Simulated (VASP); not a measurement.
# Ag in VASP: further runs

The runs below take Ag through single point, with LDA.

Everything below comes from runs of VASP 6.6.1. Logs are shortened: lines on timing, memory, paths and dates and some standing lists are left out, and cuts for length are marked.

## (1) The cell of the first run

The cell holds a slab with vacuum, 5 atoms: a = 2.828 Å, b = 2.828 Å, c = 25.238 Å, α = 90.00°, β = 90.00°, γ = 120.00°.

## (2) Single point, LDA

The input, INCAR:

```
PREC = Accurate ; ENCUT = 520
EDIFF = 1E-6 ; ISMEAR = -1
SIGMA = 0.05 ; LREAL = False
LASPH = True ; NELM = 60
ALGO = Normal ; ISIF = 2
LWAVE = False ; LCHARG = False
LDIPOL = True ; IDIPOL = 3
DIPOL = 0.5 0.5 0.500 ; GGA = CA
NBANDS = 36
```

The input, KPOINTS:

```
regular mesh
0
Gamma
  13 13 1
```

The input, POSCAR:

```
Ag
1.0
    2.8284417091      0.0000000000      0.0000000000
   -1.4142208546      2.4495023732      0.0000000000
    0.0000000000      0.0000000000     25.2377000000
Ag
5
Direct
    0.8333333330      0.1666666670      0.3169870485
    0.1666666670      0.8333333330      0.4084935240
    0.5000000000      0.5000000000      0.5000000000
    0.8333333330      0.1666666670      0.5915064760
    0.1666666670      0.8333333330      0.6830129515
```

Potentials or basis: VASP PAW LDA potentials, release 64 (Ag).

Command:

```bash
$ cat potpaw_LDA.64/Ag/POTCAR > POTCAR
$ mpirun -np 1 vasp_std > vasp.out
```

OUTCAR:

```text
PREC = Accurate
   ENCUT = 520
   EDIFF = 1E-6
   ISMEAR = -1
   LREAL = False
   LASPH = True
   NELM = 60
   ISIF = 2
   GGA = CA

 ion  position               nearest neighbor table
   1  0.833  0.167  0.317-   2 2.83   2 2.83   2 2.83
   2  0.167  0.833  0.408-   1 2.83   1 2.83   1 2.83   3 2.83   3 2.83   3 2.83
   3  0.500  0.500  0.500-   2 2.83   4 2.83   2 2.83   4 2.83   2 2.83   4 2.83
   4  0.833  0.167  0.592-   5 2.83   5 2.83   5 2.83   3 2.83   3 2.83   3 2.83
   5  0.167  0.833  0.683-   4 2.83   4 2.83   4 2.83

  LATTYP: Found a hexagonal cell.
 ALAT       =     2.8284417091
 C/A-ratio  =     8.9228283966

  Lattice vectors:

 A1 = (   2.8284417091,   0.0000000000,   0.0000000000)
 A2 = (  -1.4142208546,   2.4495023732,   0.0000000000)
 A3 = (   0.0000000000,   0.0000000000,  25.2377000000)

Analysis of symmetry for initial positions (statically):
=====================================================================
 Subroutine PRICEL returns:
 Original cell was already a primitive cell.

 Routine SETGRP: Setting up the symmetry group for a
 hexagonal supercell.

 Subroutine GETGRP returns: Found 12 space group operations
 (whereof  4 operations were pure point group operations)
 out of a pool of 24 trial point group operations.

The static configuration has the point symmetry C_2h.
 The point group associated with its full space group is D_3d.

Analysis of symmetry for dynamics (positions and initial velocities):
=====================================================================
 Subroutine PRICEL returns:
 Original cell was already a primitive cell.

 Routine SETGRP: Setting up the symmetry group for a
 hexagonal supercell.

 Subroutine GETGRP returns: Found 12 space group operations
 (whereof  4 operations were pure point group operations)
 out of a pool of 24 trial point group operations.

The dynamic configuration has the point symmetry C_2h.
 The point group associated with its full space group is D_3d.

 Subroutine INISYM returns: Found 12 space group operations
 (whereof  4 operations are pure point group operations),
 and found     1 'primitive' translations

----------------------------------------------------------------------------------------

                                     Primitive cell

  volume of cell :     174.8537

  direct lattice vectors                    reciprocal lattice vectors
     2.828441709  0.000000000  0.000000000     0.353551568  0.204123093  0.000000000
    -1.414220855  2.449502373  0.000000000     0.000000000  0.408246185  0.000000000
     0.000000000  0.000000000 25.237700000     0.000000000  0.000000000  0.039623262

  length of vectors
     2.828441709  2.828441709 25.237700000     0.408246185  0.408246185  0.039623262

  position of ions in fractional coordinates (direct lattice)
     0.833333333  0.166666667  0.316987049
     0.166666667  0.833333333  0.408493524
     0.500000000  0.500000000  0.500000000
     0.833333333  0.166666667  0.591506476
     0.166666667  0.833333333  0.683012951

  ion indices of the primitive-cell ions
   primitive index   ion index
                 1           1
                 2           2
                 3           3
                 4           4
                 5           5

----------------------------------------------------------------------------------------

 KPOINTS: regular mesh

Automatic generation of k-mesh.
 Grid dimensions read from file:
 generate k-points for:   13   13    1

 Generating k-lattice:

  Cartesian coordinates                     Fractional coordinates (reciprocal lattice)
     0.027196274  0.015701776  0.000000000     0.076923077  0.000000000  0.000000000
     0.000000000  0.031403553  0.000000000     0.000000000  0.076923077  0.000000000
     0.000000000  0.000000000  0.039623262     0.000000000  0.000000000  1.000000000

  Length of vectors
     0.031403553  0.031403553  0.039623262

  Shift w.r.t. Gamma in fractional coordinates (k-lattice)
     0.000000000  0.000000000  0.000000000

 Subroutine IBZKPT returns following result:
 ===========================================

 Found     21 irreducible k-points:

 Following reciprocal coordinates:
            Coordinates               Weight
  0.000000  0.000000  0.000000      1.000000
  0.076923  0.000000  0.000000      6.000000
  0.153846  0.000000  0.000000      6.000000
  0.230769  0.000000  0.000000      6.000000
  0.307692  0.000000  0.000000      6.000000
  0.384615  0.000000  0.000000      6.000000
[... 13 lines left out ...]
  0.384615  0.230769  0.000000      6.000000
  0.307692  0.307692  0.000000      6.000000
   k-points           NKPTS =     21   k-points in BZ     NKDIM =     21   number of bands    NBANDS=     36
   number of dos      NEDOS =    301   number of ions     NIONS =      5
   total plane-waves  NPLWV = 110592
   dimension x,y,z NGX =    24 NGY =   24 NGZ =  192
   dimension x,y,z NGXF=    48 NGYF=   48 NGZF=  384
   ions per type =               5
   NGX,Y,Z   is equivalent  to a cutoff of  14.11, 14.11, 12.65 a.u.
   NGXF,Y,Z  is equivalent  to a cutoff of  28.21, 28.21, 25.29 a.u.
 SYSTEM =  unknown system
   PREC   = accura    normal or accurate (medium, high low for compatibility)
   ISTART =      0    job   : 0-new  1-cont  2-samecut
   ICHARG =      2    charge: 1-file 2-atom 10-const
   ISPIN  =      1    spin polarized calculation?
   LNONCOLLINEAR =      F non collinear calculations
   LSORBIT =      F    spin-orbit coupling
   LASPH  =      T    aspherical Exc in radial PAW
   ENCUT  =  520.0 eV  38.22 Ry    6.18 a.u.   5.26  5.26 46.93*2*pi/ulx,y,z
   NELM   =     60;   NELMIN=  2; NELMDL= -5     # of ELM steps
   EDIFF  = 0.1E-05   stopping-criterion for ELM
   LREAL  =      F    real-space projection
   EDIFFG = 0.1E-04   stopping-criterion for IOM
   NSW    =      0    number of steps for IOM
   IBRION =     -1    ionic relax: 0-MD 1-quasi-New 2-CG
   NFREE  =      0    steps in history (QN), initial steepest desc. (CG)
   ISIF   =      2    stress and relaxation
   ISYM   =      2    0-nonsym 1-usesym 2-fastsym
   POTIM  = 0.5000    time-step for ionic-motion
   TEBEG  =    0.0;   TEEND  =   0.0 temperature during run
   PSTRESS=    0.0 pullay stress
   NELECT =      55.0000    total number of electrons
   NUPDOWN=      -1.0000    fix difference up-down
   EMIN   =  10.00;   EMAX   =-10.00  energy-range for DOS
   EFERMI =   0.00;   METHOD = LEGACY
   ISMEAR =    -1;   SIGMA  =   0.05  broadening in eV -4-tet -1-fermi 0-gaus
   EFERMI_NEDOS =   21; number of points for ismear=-14 and -15
   IALGO  =     38    algorithm
   IMIX   =      4    mixing-type and parameters
     AMIX     =   0.40;   BMIX     =  1.00
     AMIX_MAG =   1.60;   BMIX_MAG =  1.00
  volume/ion in A,a.u.               =      34.97       235.99
  Fermi-wavevector in a.u.,A,eV,Ry     =   1.113365  2.103954 16.865522  1.239581
  Thomas-Fermi vector in A             =   2.249949
   LORBIT       =      0    0 simple, 1 ext, 2 COOP (PROOUT), +10 PAW based schemes
   GGA     = CA    functional components
   LHFCALC =     F    Hartree Fock is set to
   AEXX    =    0.0000 exact exchange contribution
   IVDW    =     0    specifies the selected vdW correction
   LEPSILON=     F    determine dielectric tensor
   LRPA    =     F    only Hartree local field effects (RPA)
 non-spin polarized calculation
  energy-cutoff  :      520.00
  volume of cell :      174.85
 maximum number of plane-waves:      4736
 NGX is ok and might be reduce to    24
   NGX = 11   NGY = 11   NGZ = 93

 dipolmoment           0.000000      0.000000      0.000000 electrons x Angstroem

 number of electron      55.0000008 magnetization

 dipolmoment           0.000000      0.000000     -0.000000 electrons x Angstroem

 Free energy of the ion-electron system (eV)
  ---------------------------------------------------
  ext. energy  EPLUGINS =         0.00000000
  ---------------------------------------------------
  free energy    TOTEN  =       -17.93656395 eV

  energy without entropy =      -17.92751745  energy(sigma->0) =      -17.93204070

 E-fermi :   1.6062     XC(G=0):  -6.6567

 val. band max:        1.5365513997   @ k =   0.4615   0.0000   0.0000
 cond. band min:       1.6433541603   @ k =   0.4615   0.0769   0.0000
 fundamental gap:      0.1068027605
 Fermi energy:         1.6062066618

 k-point     1 :       0.0000    0.0000    0.0000
  band No.  band energies     occupation
      1      -6.6178      2.00000
      2      -5.8508      2.00000
      3      -5.3845      2.00000
      4      -5.0509      2.00000
      5      -5.0439      2.00000
      6      -3.6233      2.00000
[... 28 lines left out ...]
     35       7.9779      0.00000
     36       8.3330      0.00000

 k-point     2 :       0.0769    0.0000    0.0000
  band No.  band energies     occupation
      1      -6.4479      2.00000
      2      -5.6888      2.00000
      3      -5.2596      2.00000
      4      -4.9207      2.00000
      5      -4.9078      2.00000
      6      -3.7145      2.00000
[... 28 lines left out ...]
     35       8.1163      0.00000
     36       8.4668      0.00000

 k-point     3 :       0.1538    0.0000    0.0000
  band No.  band energies     occupation
      1      -5.9775      2.00000
      2      -5.2688      2.00000
      3      -4.9560      2.00000
      4      -4.6351      2.00000
      5      -4.5413      2.00000
      6      -3.9582      2.00000
[... 28 lines left out ...]
     35       8.5397      0.00000
     36       8.8691      0.00000
[... 625 lines left out ...]
 k-point    20 :       0.3846    0.2308    0.0000
  band No.  band energies     occupation
      1      -4.8542      2.00000
      2      -4.6428      2.00000
      3      -4.5220      2.00000
      4      -4.4400      2.00000
      5      -4.2831      2.00000
      6      -4.2057      2.00000
[... 28 lines left out ...]
     35       8.5852      0.00000
     36       8.7292      0.00000

 k-point    21 :       0.3077    0.3077    0.0000
  band No.  band energies     occupation
      1      -4.6438      2.00000
      2      -4.6109      2.00000
      3      -4.3949      2.00000
      4      -4.3361      2.00000
      5      -4.1380      2.00000
      6      -4.1277      2.00000
[... 28 lines left out ...]
     35       7.8147      0.00000
     36       8.4422      0.00000

------------------------ aborting loop because EDIFF is reached ----------------------------------------

 vacuum level on the upper side and lower side of the slab       (xc-potential included)        -0.150        -0.150

  FORCE on cell =-STRESS in cart. coord.  units (eV):
  Direction    XX          YY          ZZ          XY          YZ          ZX
  --------------------------------------------------------------------------------------
  -------------------------------------------------------------------------------------
  Total       -1.6885174     -1.6885174      0.0312683      0.0000000      0.0000000      0.0000000
  in kB      -15.4718148    -15.4718148      0.2865097      0.0000000      0.0000000      0.0000000
  external PRESSURE =     -10.2190399 kB  Pullay stress =       0.0000000 kB

 VOLUME and BASIS-vectors are now :
 -----------------------------------------------------------------------------
  energy-cutoff  :      520.00
  volume of cell :      174.85
      direct lattice vectors                 reciprocal lattice vectors
     2.828441709  0.000000000  0.000000000     0.353551568  0.204123093  0.000000000
    -1.414220855  2.449502373  0.000000000     0.000000000  0.408246185  0.000000000
     0.000000000  0.000000000 25.237700000     0.000000000  0.000000000  0.039623262

 POSITION                                       TOTAL-FORCE (eV/Angst)
 -----------------------------------------------------------------------------------
      2.12133      0.40825      8.00002        -0.000000      0.000000      0.006097
     -0.70711      2.04125     10.30944         0.000000     -0.000000     -0.027127
      0.70711      1.22475     12.61885         0.000000      0.000000      0.000000
      2.12133      0.40825     14.92826        -0.000000     -0.000000      0.027127
     -0.70711      2.04125     17.23768         0.000000     -0.000000     -0.006097
 -----------------------------------------------------------------------------------
    total drift:                                0.000000      0.000000     -0.000000

  FREE ENERGIE OF THE ION-ELECTRON SYSTEM (eV)
  ---------------------------------------------------
  free  energy   TOTEN  =       -17.9365639535 eV

  energy  without entropy=      -17.9275174548  energy(sigma->0) =      -17.93204070

 vacuum level on the upper side and lower side of the slab         6.369         6.369
```

Run time: 5 min. Hardware: 1 thread of Intel Xeon 8259CL, shared host; peak memory 0.3 GiB.

Results:

| Property | Result |
| --- | --- |
| Free energy | -17.9366 eV |
| Largest force | 0.027 eV/Å |
| Band gap on the k mesh | zero (an odd number of electrons rules out a gap without spin polarisation) |

Forces on the atoms (eV/Å):
```
Ag   0.000  0.000  0.006
Ag   0.000  0.000 -0.027
Ag   0.000  0.000  0.000
Ag   0.000  0.000  0.027
Ag   0.000  0.000 -0.006
```

Levels at points of the mesh, in eV from the Fermi level:
```csv
k point,band 24,band 25,band 26,band 27,band 28,band 29,band 30,band 31,band 32,band 33
"(0.00, 0.00, 0.00)",-3.65,-3.30,-3.30,-3.14,-3.14,-3.12,-0.93,-0.11,4.26,4.70
```

## (3) Single point, LDA

The input, INCAR:

```
PREC = Accurate ; ENCUT = 520
EDIFF = 1E-6 ; ISMEAR = -1
SIGMA = 0.05 ; LREAL = F
LASPH = T ; NELM = 80
ALGO = Normal ; ISIF = 2
LWAVE = F ; LCHARG = F
LDIPOL = T ; IDIPOL = 3
DIPOL = 0.5 0.5 0.500 ; GGA = CA
NBANDS = 36
```

KPOINTS is that of step 2.

The input, POSCAR:

```
Ag
1.0
    2.8284417091      0.0000000000      0.0000000000
   -1.4142208546      2.4495023732      0.0000000000
    0.0000000000      0.0000000000     25.2377000000
Ag
5
Direct
    0.8333333333      0.1666666667      0.3170187853
    0.1666666667      0.8333333333      0.4083699060
    0.5000000000      0.5000000000      0.5000000003
    0.8333333333      0.1666666667      0.5916300942
    0.1666666667      0.8333333333      0.6829812142
```

Potentials or basis: VASP PAW LDA potentials, release 64 (Ag).

Command:

```bash
$ cat potpaw_LDA.64/Ag/POTCAR > POTCAR
$ mpirun -np 1 vasp_std > vasp.out
```

OUTCAR:

```text
PREC = Accurate
   ENCUT = 520
   EDIFF = 1E-6
   ISMEAR = -1
   LREAL = F
   LASPH = T
   NELM = 80
   ISIF = 2
   GGA = CA

 ion  position               nearest neighbor table
   1  0.833  0.167  0.317-   2 2.83   2 2.83   2 2.83
   2  0.167  0.833  0.408-   1 2.83   1 2.83   1 2.83   3 2.83   3 2.83   3 2.83
   3  0.500  0.500  0.500-   4 2.83   4 2.83   4 2.83   2 2.83   2 2.83   2 2.83
   4  0.833  0.167  0.592-   5 2.83   5 2.83   5 2.83   3 2.83   3 2.83   3 2.83
   5  0.167  0.833  0.683-   4 2.83   4 2.83   4 2.83

  LATTYP: Found a hexagonal cell.
 ALAT       =     2.8284417091
 C/A-ratio  =     8.9228283966

  Lattice vectors:

 A1 = (   2.8284417091,   0.0000000000,   0.0000000000)
 A2 = (  -1.4142208546,   2.4495023732,   0.0000000000)
 A3 = (   0.0000000000,   0.0000000000,  25.2377000000)

Analysis of symmetry for initial positions (statically):
=====================================================================
 Subroutine PRICEL returns:
 Original cell was already a primitive cell.

[... 181 lines left out ...]
 fundamental gap:      0.1098474936
 Fermi energy:         1.6071301930

 k-point     1 :       0.0000    0.0000    0.0000
  band No.  band energies     occupation
      1      -6.6139      2.00000
      2      -5.8542      2.00000
      3      -5.3803      2.00000
      4      -5.0543      2.00000
      5      -5.0471      2.00000
      6      -3.6234      2.00000
[... 808 lines left out ...]
     35       7.8158      0.00000
     36       8.4416      0.00000

------------------------ aborting loop because EDIFF is reached ----------------------------------------

 vacuum level on the upper side and lower side of the slab       (xc-potential included)        -0.149        -0.149

  FORCE on cell =-STRESS in cart. coord.  units (eV):
  Direction    XX          YY          ZZ          XY          YZ          ZX
  --------------------------------------------------------------------------------------
  -------------------------------------------------------------------------------------
  Total       -1.6812637     -1.6812637      0.0413600      0.0000000      0.0000000     -0.0000000
  in kB      -15.4053491    -15.4053491      0.3789803      0.0000000      0.0000000     -0.0000000
  external PRESSURE =     -10.1439060 kB  Pullay stress =       0.0000000 kB

 VOLUME and BASIS-vectors are now :
 -----------------------------------------------------------------------------
  energy-cutoff  :      520.00
  volume of cell :      174.85
      direct lattice vectors                 reciprocal lattice vectors
     2.828441709  0.000000000  0.000000000     0.353551568  0.204123093  0.000000000
    -1.414220855  2.449502373  0.000000000     0.000000000  0.408246185  0.000000000
     0.000000000  0.000000000 25.237700000     0.000000000  0.000000000  0.039623262

 POSITION                                       TOTAL-FORCE (eV/Angst)
 -----------------------------------------------------------------------------------
      2.12133      0.40825      8.00082         0.000000      0.000000     -0.007802
     -0.70711      2.04125     10.30632        -0.000000     -0.000000     -0.001455
      0.70711      1.22475     12.61885        -0.000000     -0.000000      0.000000
      2.12133      0.40825     14.93138         0.000000     -0.000000      0.001455
     -0.70711      2.04125     17.23687        -0.000000     -0.000000      0.007802
 -----------------------------------------------------------------------------------
    total drift:                               -0.000000      0.000000     -0.000000

  FREE ENERGIE OF THE ION-ELECTRON SYSTEM (eV)
  ---------------------------------------------------
  free  energy   TOTEN  =       -17.9366514215 eV

  energy  without entropy=      -17.9276109406  energy(sigma->0) =      -17.93213118

 vacuum level on the upper side and lower side of the slab         6.374         6.374
```

OSZICAR:

```text
N       E                     dE             d eps       ncg     rms          rms(c)
DAV:   1     0.358467581944E+03    0.35847E+03   -0.26481E+04  1512   0.136E+03
DAV:   2    -0.102075145267E+02   -0.36868E+03   -0.35369E+03  1596   0.309E+02
DAV:   3    -0.193354928149E+02   -0.91280E+01   -0.90450E+01  1692   0.525E+01
[... 12 lines left out ...]
DAV:  16    -0.179366429281E+02   -0.52899E-05   -0.77392E-07  1068   0.344E-03    0.930E-04
DAV:  17    -0.179366455896E+02   -0.26615E-05   -0.13945E-07  1064   0.209E-03    0.411E-04
DAV:  18    -0.179366482168E+02   -0.26272E-05   -0.92831E-08  1084   0.888E-04    0.279E-04
DAV:  19    -0.179366498147E+02   -0.15979E-05   -0.47872E-08  1052   0.483E-04    0.121E-04
DAV:  20    -0.179366510220E+02   -0.12074E-05   -0.16440E-08   996   0.346E-04    0.118E-04
DAV:  21    -0.179366514215E+02   -0.39950E-06   -0.57486E-09  1000   0.348E-04
   1 F= -.17936651E+02 E0= -.17932131E+02  d E =-.904048E-02
```

It took 4.5 min on 1 thread of Intel Xeon 8259CL, shared host; peak memory 0.3 GiB.

What came out:

```
Free energy            : -17.9367 eV
Largest force          : 0.008 eV/Å
Band gap on the k mesh : zero (an odd number of electrons rules out a gap without spin polarisation)
```

Forces in eV/Å, atoms in the order of the input:
```
Ag   0.000  0.000 -0.008
Ag   0.000  0.000 -0.001
Ag   0.000  0.000  0.000
Ag   0.000  0.000  0.001
Ag   0.000  0.000  0.008
```

Levels at points of the mesh, in eV from the Fermi level:
```tsv
k point	band 26	band 27	band 28	band 29	band 30	band 31
(0.00, 0.00, 0.00)	-3.30	-3.14	-3.14	-3.12	-0.93	-0.11
```

[end of part 1 of 2]
